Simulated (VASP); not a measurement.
# Hf (Im-3m) in VASP: further runs

The runs below take Hf through single point, with HF, HSE06, r2SCANh.

All numbers are computed with VASP 6.6.1; they aren't measurements. Logs are shortened: lines on timing, memory, paths and dates and some standing lists are left out, and cuts for length are marked.

**1. The cell of the first run**

Symmetry: Im-3m, No. 229, cubic system. The conventional cell has a = 3.610 Å, b = 3.610 Å, c = 3.610 Å, α = 90.00°, β = 90.00°, γ = 90.00°. Within 4.1 Å of Hf (site symmetry m-3m) lie 14 Hf at 3.13 to 3.61 Å.

**2. Single point, HF**

Contents of POSCAR:

```
Hf
1.0
   -1.8050000000      1.8050000000      1.8050000000
    1.8050000000     -1.8050000000      1.8050000000
    1.8050000000      1.8050000000     -1.8050000000
Hf
1
Direct
    0.0000000000      0.0000000000      0.0000000000
```

Contents of INCAR.step1:

```
ALGO     = Normal         # electronic algorithm
EDIFF    = 1E-5           # SCF threshold, eV
ENCUT    = 520            # plane-wave cutoff, eV
GGA      = PE             # functional
ISIF     = 2              # what is computed and relaxed
ISMEAR   = -1             # smearing method
LASPH    = T              # aspherical terms in the spheres
LREAL    = F              # projectors in reciprocal space
LWAVE    = T              # write WAVECAR
NBANDS   = 11             # bands
NELM     = 60             # most SCF steps
PREC     = Accurate       # precision mode
SIGMA    = 0.05           # smearing width, eV
```

Contents of INCAR.step2:

```
AEXX     = 1.0            # exact-exchange fraction
AGGAC    = 0.0          
ALDAC    = 0.0          
ALGO     = Normal         # electronic algorithm
EDIFF    = 1E-6           # SCF threshold, eV
ENCUT    = 520            # plane-wave cutoff, eV
GGA      = PE             # functional
ISIF     = 2              # what is computed and relaxed
ISMEAR   = -1             # smearing method
ISTART   = 1            
LASPH    = T              # aspherical terms in the spheres
LCHARG   = T              # write CHGCAR
LELF     = T              # ELF
LHFCALC  = T              # exact exchange
LREAL    = F              # projectors in reciprocal space
LVHAR    = T            
LWAVE    = F              # write WAVECAR
NBANDS   = 11             # bands
NELM     = 60             # most SCF steps
PREC     = Accurate       # precision mode
PRECFOCK = Normal       
SIGMA    = 0.05           # smearing width, eV
```

Contents of KPOINTS:

```
k-points
0
Gamma
  5 5 5
```

Potentials or basis: VASP PAW PBE potentials, release 64 (Hf_pv).

Command:

```
$ cat potpaw_PBE.64/Hf_pv/POTCAR > POTCAR
$ cp INCAR.step1 INCAR
$ mpirun -np 1 vasp_std > vasp.out
$ cp INCAR.step2 INCAR
$ mpirun -np 1 vasp_std > vasp.out
```

OUTCAR:

```text
AEXX = 1.0
   EDIFF = 1E-6
   ENCUT = 520
   GGA = PE
   ISIF = 2
   ISMEAR = -1
   ISTART = 1
   LASPH = T
   LHFCALC = T
   LREAL = F
   NELM = 60
   PREC = Accurate
   PRECFOCK = Normal

 ion  position               nearest neighbor table
   1  0.000  0.000  0.000-

  LATTYP: Found a body centered cubic cell.
 ALAT       =     3.6100000000

  Lattice vectors:

 A1 = (  -1.8050000000,   1.8050000000,   1.8050000000)
 A2 = (   1.8050000000,  -1.8050000000,   1.8050000000)
 A3 = (   1.8050000000,   1.8050000000,  -1.8050000000)

Analysis of symmetry for initial positions (statically):
=====================================================================
 Subroutine PRICEL returns:
 Original cell was already a primitive cell.

 Routine SETGRP: Setting up the symmetry group for a
 body centered cubic supercell.

 Subroutine GETGRP returns: Found 48 space group operations
[... 9 lines left out ...]

 Routine SETGRP: Setting up the symmetry group for a
 body centered cubic supercell.

 Subroutine GETGRP returns: Found 48 space group operations
[... 11 lines left out ...]
                                     Primitive cell

  volume of cell :      23.5229

  direct lattice vectors                    reciprocal lattice vectors
    -1.805000000  1.805000000  1.805000000     0.000000000  0.277008310  0.277008310
     1.805000000 -1.805000000  1.805000000     0.277008310  0.000000000  0.277008310
     1.805000000  1.805000000 -1.805000000     0.277008310  0.277008310  0.000000000

  length of vectors
     3.126351708  3.126351708  3.126351708     0.391748909  0.391748909  0.391748909

  position of ions in fractional coordinates (direct lattice)
     0.000000000  0.000000000  0.000000000

  ion indices of the primitive-cell ions
   primitive index   ion index
                 1           1

----------------------------------------------------------------------------------------

 KPOINTS: k-points

Automatic generation of k-mesh.
 Grid dimensions read from file:
 generate k-points for:    5    5    5

 Generating k-lattice:

  Cartesian coordinates                     Fractional coordinates (reciprocal lattice)
     0.000000000  0.055401662  0.055401662     0.200000000  0.000000000  0.000000000
[... 51 lines left out ...]
   ISYM   =      3    0-nonsym 1-usesym 2-fastsym
   POTIM  = 0.5000    time-step for ionic-motion
   TEBEG  =    0.0;   TEEND  =   0.0 temperature during run
   PSTRESS=    0.0 pullay stress
   NELECT =      10.0000    total number of electrons
   NUPDOWN=      -1.0000    fix difference up-down
   EMIN   =  10.00;   EMAX   =-10.00  energy-range for DOS
   EFERMI =   0.00;   METHOD = LEGACY
   ISMEAR =    -1;   SIGMA  =   0.05  broadening in eV -4-tet -1-fermi 0-gaus
   EFERMI_NEDOS =   21; number of points for ismear=-14 and -15
   IALGO  =     38    algorithm
   IMIX   =      1    mixing-type and parameters
     AMIX     =   0.40;   BMIX     =  1.00
     AMIX_MAG =   1.60;   BMIX_MAG =  1.00
  volume/ion in A,a.u.               =      23.52       158.74
  Fermi-wavevector in a.u.,A,eV,Ry     =   1.230961  2.326179 20.616432  1.515265
  Thomas-Fermi vector in A             =   2.365789
   LORBIT       =      0    0 simple, 1 ext, 2 COOP (PROOUT), +10 PAW based schemes
   GGA     = PE    functional components
   LHFCALC =     T    Hartree Fock is set to
   PRECFOCK=normal    Normal, Fast or Accurate (Low or Medium for compatibility)
   ENCUT4O =  -1.0   cutoff for four orbital integrals eV
   NKREDX  =     1    reduce k-point grid by
   NKREDY  =     1    reduce k-point grid by
   NKREDZ  =     1    reduce k-point grid by
   AEXX    =    1.0000 exact exchange contribution
   HFSCREEN=    0.0000 screening length (either q_TF or 0.3 A-1)
   HFSCREENC=   0.0000 screening length for correlation (either q_TF or 0.3 A-1)
   ENCUTFOCK=  -1.0 apply spherical cutoff to Coloumb kernel
   IVDW    =     0    specifies the selected vdW correction
   LEPSILON=     F    determine dielectric tensor
   LRPA    =     F    only Hartree local field effects (RPA)
 non-spin polarized calculation
  energy-cutoff  :      520.00
  volume of cell :       23.52
 maximum number of plane-waves:       650
  NGX = 18; NGY = 18; NGZ = 18

 number of electron      10.0000001 magnetization

 Free energy of the ion-electron system (eV)
  ---------------------------------------------------
  ext. energy  EPLUGINS =         0.00000000
  ---------------------------------------------------
  free energy    TOTEN  =       -17.24438094 eV

  energy without entropy =      -17.24102729  energy(sigma->0) =      -17.24270412

 E-fermi :   4.4239     XC(G=0):   0.0000

 val. band max:        4.2667826030   @ k =   0.4000   0.2000   0.0000
 cond. band min:       6.1971695969   @ k =   0.4000   0.0000   0.0000
 fundamental gap:      1.9303869939
 Fermi energy:         4.4238530902

 k-point     1 :       0.0000    0.0000    0.0000
  band No.  band energies     occupation
      1     -35.2647      2.00000
      2     -35.2647      2.00000
      3     -35.2647      2.00000
      4      -7.5895      2.00000
      5      11.3020      0.00000
      6      11.3021      0.00000
      7      11.3021      0.00000
      8      14.0148      0.00000
      9      14.0148      0.00000
     10      23.5616      0.00000
     11      23.5616      0.00000
[... 113 lines left out ...]
 k-point    10 :      -0.4000    0.4000    0.4000
  band No.  band energies     occupation
      1     -35.8937      2.00000
      2     -35.7943      2.00000
      3     -35.7943      2.00000
      4      -0.2821      2.00000
      5       0.1329      2.00000
      6      13.3962      0.00000
      7      13.3962      0.00000
      8      14.3290      0.00000
      9      16.2697      0.00000
     10      20.7820      0.00000
     11      20.7820      0.00000

------------------------ aborting loop because EDIFF is reached ----------------------------------------

  FORCE on cell =-STRESS in cart. coord.  units (eV):
  Direction    XX          YY          ZZ          XY          YZ          ZX
  --------------------------------------------------------------------------------------
  -------------------------------------------------------------------------------------
  Total        0.4025082      0.4025082      0.4025082      0.0000000      0.0000000      0.0000000
  in kB       27.4153476     27.4153476     27.4153476      0.0000000      0.0000000      0.0000000
  external PRESSURE =      27.4153476 kB  Pullay stress =       0.0000000 kB

 VOLUME and BASIS-vectors are now :
 -----------------------------------------------------------------------------
  energy-cutoff  :      520.00
  volume of cell :       23.52
      direct lattice vectors                 reciprocal lattice vectors
    -1.805000000  1.805000000  1.805000000     0.000000000  0.277008310  0.277008310
     1.805000000 -1.805000000  1.805000000     0.277008310  0.000000000  0.277008310
     1.805000000  1.805000000 -1.805000000     0.277008310  0.277008310  0.000000000

 POSITION                                       TOTAL-FORCE (eV/Angst)
 -----------------------------------------------------------------------------------
      0.00000      0.00000      0.00000        -0.000000     -0.000000     -0.000000
 -----------------------------------------------------------------------------------
    total drift:                               -0.000000     -0.000000     -0.000000

  FREE ENERGIE OF THE ION-ELECTRON SYSTEM (eV)
  ---------------------------------------------------
  free  energy   TOTEN  =       -17.2443809448 eV

  energy  without entropy=      -17.2410272950  energy(sigma->0) =      -17.24270412
```

OSZICAR.step1:

```text
N       E                     dE             d eps       ncg     rms          rms(c)
DAV:   1     0.117223835509E+02    0.11722E+02   -0.54983E+03   220   0.815E+02
DAV:   2    -0.965854267671E+01   -0.21381E+02   -0.20817E+02   252   0.153E+02
DAV:   3    -0.101062933523E+02   -0.44775E+00   -0.43150E+00   284   0.150E+01
DAV:   4    -0.101083224324E+02   -0.20291E-02   -0.20258E-02   244   0.110E+00
DAV:   5    -0.101083346698E+02   -0.12237E-04   -0.12236E-04   270   0.802E-02    0.428E+01
DAV:   6    -0.983123149855E+01    0.27710E+00   -0.23353E-01   244   0.360E+00    0.240E+01
DAV:   7    -0.974348909657E+01    0.87742E-01   -0.28023E-01   244   0.384E+00    0.150E+00
DAV:   8    -0.974214662700E+01    0.13425E-02   -0.23687E-02   241   0.882E-01    0.914E-01
DAV:   9    -0.974212484528E+01    0.21782E-04   -0.50900E-04   256   0.149E-01    0.595E-02
DAV:  10    -0.974212748576E+01   -0.26405E-05   -0.15198E-05   236   0.315E-02
   1 F= -.97421275E+01 E0= -.97320706E+01  d E =-.201138E-01
```

It took 5.1 min on 1 thread of AMD EPYC 9R45 (Zen 5), shared host; peak memory 0.12 GiB.

What came out:

- Free energy: -17.2444 eV
- Pressure: 2.7 GPa
- Band gap on the k mesh: zero (band 5 reaches 11.30 eV, above the bottom of band 6 at 2.71 eV)

Caveat: the k points lie up to 0.49 Å⁻¹ apart; the PAW data sets were made with another functional, which shifts forces and pressure a little; spin-orbit coupling is left out, which moves the levels of the heavy elements.

**3. Single point, HSE06, non-collinear spin, zero start, spin-orbit coupling**

POSCAR is that of step 2.

Contents of INCAR.step1:

```
SYSTEM = Hf
PREC = Accurate ; ENCUT = 520
EDIFF = 1E-5 ; ISMEAR = -1
SIGMA = 0.05 ; LREAL = .FALSE.
LASPH = .TRUE. ; NELM = 150
ALGO = Normal ; ISIF = 2
LWAVE = .TRUE. ; LCHARG = .FALSE.
LNONCOLLINEAR = .TRUE. ; MAGMOM = 0 0 0
LORBIT = 11 ; LSORBIT = .TRUE.
GGA_COMPAT = .FALSE. ; LORBMOM = .TRUE.
LMAXMIX = 4 ; NBANDS = 21
GGA = PE
```

Contents of INCAR.step2:

```
SYSTEM = Hf
PREC = Accurate ; ENCUT = 520
EDIFF = 1E-7 ; ISMEAR = -1
SIGMA = 0.05 ; LREAL = .FALSE.
LASPH = .TRUE. ; NELM = 150
ALGO = Normal ; ISIF = 2
LWAVE = .FALSE. ; LCHARG = .FALSE.
LNONCOLLINEAR = .TRUE. ; MAGMOM = 0 0 0
LORBIT = 11 ; LSORBIT = .TRUE.
GGA_COMPAT = .FALSE. ; LORBMOM = .TRUE.
LMAXMIX = 4 ; GGA = PE
LHFCALC = .TRUE. ; HFSCREEN = 0.2079
PRECFOCK = Normal ; NBANDS = 21
ISTART = 1
```

Contents of KPOINTS:

```
Automatic mesh
0
G
  4 4 4
  0 0 0
```

Potentials or basis: VASP PAW PBE potentials, release 64 (Hf_pv).

Command:

```
$ cat potpaw_PBE.64/Hf_pv/POTCAR > POTCAR
$ cp INCAR.step1 INCAR
$ mpirun -np 1 vasp_ncl > vasp.out
$ cp INCAR.step2 INCAR
$ mpirun -np 1 vasp_ncl > vasp.out
```

Wall time 39 min (1 thread of AMD EPYC 9R45 (Zen 5), shared host); peak memory 0.27 GiB.

It converged, with:

- Free energy: -11.7236 eV
- Pressure: -7.6 GPa
- Net moment: 0.18 μB per cell
- Valence electrons inside the program's atomic spheres: Hf 8.29

Moments on the atoms (μB; x, y, z):
```
Hf  0.00 0.00 0.00
```

Caveat: the k points lie up to 0.62 Å⁻¹ apart; the PAW data sets were made with another functional, which shifts forces and pressure a little.

**4. Single point, r2SCANh**

This run uses another cell than the first one, of 22.11 Å³/atom, 0.940 times its volume.

Contents of POSCAR:

```
Hf
1.0
   -1.7681529262      1.7681529262      1.7681529262
    1.7681529262     -1.7681529262      1.7681529262
    1.7681529262      1.7681529262     -1.7681529262
Hf
1
Direct
    0.0000000000      0.0000000000      0.0000000000
```

Contents of INCAR.step1:

```
SYSTEM = Hf
PREC = Accurate
ENCUT = 520
EDIFF = 1E-5
ISMEAR = -1
SIGMA = 0.05
LREAL = .FALSE.
LASPH = .TRUE.
NELM = 80
ALGO = Normal
ISIF = 2
LWAVE = .TRUE.
LCHARG = .FALSE.
GGA = PE
NBANDS = 11
```

Contents of INCAR.step2:

```
SYSTEM = Hf
PREC = Accurate
ENCUT = 520
EDIFF = 1E-7
ISMEAR = -1
SIGMA = 0.05
LREAL = .FALSE.
LASPH = .TRUE.
NELM = 80
ALGO = Normal
ISIF = 2
LWAVE = .FALSE.
LCHARG = .FALSE.
METAGGA = R2SCAN
LHFCALC = .TRUE.
AEXX = 0.1
LMIXTAU = .TRUE.
PRECFOCK = Normal
ISTART = 1
NBANDS = 11
```

Contents of KPOINTS:

```
regular mesh
0
G
  5 5 5
  0 0 0
```

Potentials or basis: VASP PAW PBE potentials, release 64 (Hf_pv).

Command:

```
$ cat potpaw_PBE.64/Hf_pv/POTCAR > POTCAR
$ cp INCAR.step1 INCAR
$ mpirun -np 1 vasp_std > vasp.out
$ cp INCAR.step2 INCAR
$ mpirun -np 1 vasp_std > vasp.out
```

OUTCAR:

```text
SYSTEM = Hf
   PREC = Accurate
   ENCUT = 520
   EDIFF = 1E-7
   ISMEAR = -1
   LREAL = .FALSE.
   LASPH = .TRUE.
   NELM = 80
   ISIF = 2
   METAGGA = R2SCAN
   LHFCALC = .TRUE.
   AEXX = 0.1
   PRECFOCK = Normal
   ISTART = 1

 ion  position               nearest neighbor table
   1  0.000  0.000  0.000-

  LATTYP: Found a body centered cubic cell.
 ALAT       =     3.5363058524

  Lattice vectors:

 A1 = (  -1.7681529262,   1.7681529262,   1.7681529262)
 A2 = (   1.7681529262,  -1.7681529262,   1.7681529262)
 A3 = (   1.7681529262,   1.7681529262,  -1.7681529262)

Analysis of symmetry for initial positions (statically):
=====================================================================
 Subroutine PRICEL returns:
 Original cell was already a primitive cell.

 Routine SETGRP: Setting up the symmetry group for a
 body centered cubic supercell.

 Subroutine GETGRP returns: Found 48 space group operations
[... 9 lines left out ...]

 Routine SETGRP: Setting up the symmetry group for a
 body centered cubic supercell.

 Subroutine GETGRP returns: Found 48 space group operations
[... 11 lines left out ...]
                                     Primitive cell

  volume of cell :      22.1116

  direct lattice vectors                    reciprocal lattice vectors
    -1.768152926  1.768152926  1.768152926     0.000000000  0.282780970  0.282780970
     1.768152926 -1.768152926  1.768152926     0.282780970  0.000000000  0.282780970
     1.768152926  1.768152926 -1.768152926     0.282780970  0.282780970  0.000000000

  length of vectors
     3.062530704  3.062530704  3.062530704     0.399912683  0.399912683  0.399912683

  position of ions in fractional coordinates (direct lattice)
     0.000000000  0.000000000  0.000000000

  ion indices of the primitive-cell ions
   primitive index   ion index
                 1           1

----------------------------------------------------------------------------------------

[... 83 lines left out ...]
   NKREDX  =     1    reduce k-point grid by
   NKREDY  =     1    reduce k-point grid by
   NKREDZ  =     1    reduce k-point grid by
   AEXX    =    0.1000 exact exchange contribution
   HFSCREEN=    0.0000 screening length (either q_TF or 0.3 A-1)
   HFSCREENC=   0.0000 screening length for correlation (either q_TF or 0.3 A-1)
   ENCUTFOCK=  -1.0 apply spherical cutoff to Coloumb kernel
   IVDW    =     0    specifies the selected vdW correction
   LEPSILON=     F    determine dielectric tensor
   LRPA    =     F    only Hartree local field effects (RPA)
 non-spin polarized calculation
  energy-cutoff  :      520.00
  volume of cell :       22.11
 maximum number of plane-waves:       603
  NGX = 18; NGY = 18; NGZ = 18

 number of electron      10.0000000 magnetization

 Free energy of the ion-electron system (eV)
  ---------------------------------------------------
  ext. energy  EPLUGINS =         0.00000000
  ---------------------------------------------------
  free energy    TOTEN  =       -42.53904431 eV

  energy without entropy =      -42.52538757  energy(sigma->0) =      -42.53221594

 E-fermi :   4.4673     XC(G=0): -11.1249

 val. band max:        4.2025015809   @ k =   0.4000   0.0000   0.0000
 cond. band min:       4.4750452359   @ k =   0.4000   0.2000   0.0000
 fundamental gap:      0.2725436550
 Fermi energy:         4.4672502661

 k-point     1 :       0.0000    0.0000    0.0000
  band No.  band energies     occupation
      1     -27.3295      2.00000
      2     -27.3295      2.00000
      3     -27.3295      2.00000
      4      -3.4401      2.00000
      5       6.6779      0.00000
      6       6.6779      0.00000
      7       6.6779      0.00000
      8       9.5784      0.00000
      9       9.5784      0.00000
     10      17.5699      0.00000
     11      18.9339      0.00000
[... 113 lines left out ...]
 k-point    10 :      -0.4000    0.4000    0.4000
  band No.  band energies     occupation
      1     -27.9541      2.00000
      2     -27.8894      2.00000
      3     -27.8894      2.00000
      4       1.8288      2.00000
      5       1.8993      2.00000
      6       9.3239      0.00000
      7       9.3239      0.00000
      8      10.6917      0.00000
      9      11.4182      0.00000
     10      16.2130      0.00000
     11      16.2130      0.00000

------------------------ aborting loop because EDIFF is reached ----------------------------------------

  FORCE on cell =-STRESS in cart. coord.  units (eV):
  Direction    XX          YY          ZZ          XY          YZ          ZX
  --------------------------------------------------------------------------------------
  -------------------------------------------------------------------------------------
  Total       -0.2958835     -0.2958835     -0.2958835      0.0000000      0.0000000      0.0000000
  in kB      -21.4393642    -21.4393642    -21.4393642      0.0000000      0.0000000      0.0000000
  external PRESSURE =     -21.4393642 kB  Pullay stress =       0.0000000 kB

 VOLUME and BASIS-vectors are now :
 -----------------------------------------------------------------------------
  energy-cutoff  :      520.00
  volume of cell :       22.11
      direct lattice vectors                 reciprocal lattice vectors
    -1.768152926  1.768152926  1.768152926     0.000000000  0.282780970  0.282780970
     1.768152926 -1.768152926  1.768152926     0.282780970  0.000000000  0.282780970
     1.768152926  1.768152926 -1.768152926     0.282780970  0.282780970  0.000000000

 POSITION                                       TOTAL-FORCE (eV/Angst)
 -----------------------------------------------------------------------------------
      0.00000      0.00000      0.00000         0.000000      0.000000      0.000000
 -----------------------------------------------------------------------------------
    total drift:                               -0.000000     -0.000000     -0.000000

  FREE ENERGIE OF THE ION-ELECTRON SYSTEM (eV)
  ---------------------------------------------------
  free  energy   TOTEN  =       -42.5390443092 eV

  energy  without entropy=      -42.5253875715  energy(sigma->0) =      -42.53221594
```

It took 6.5 min on 1 thread of Intel Xeon Platinum 8259CL at 2.50GHz (Skylake/Cascade Lake), shared host; peak memory 0.16 GiB.

What came out:

| Item | Value |
| --- | --- |
| Free energy | -42.5390 eV |
| Pressure | -2.1 GPa |
| Band gap on the k mesh | zero (band 5 reaches 6.68 eV, above the bottom of band 6 at 3.53 eV) |

Caveat: the k points lie up to 0.50 Å⁻¹ apart; the PAW data sets were made with another functional, which shifts forces and pressure a little; spin-orbit coupling is left out, which moves the levels of the heavy elements.

[end of part 1 of 2]
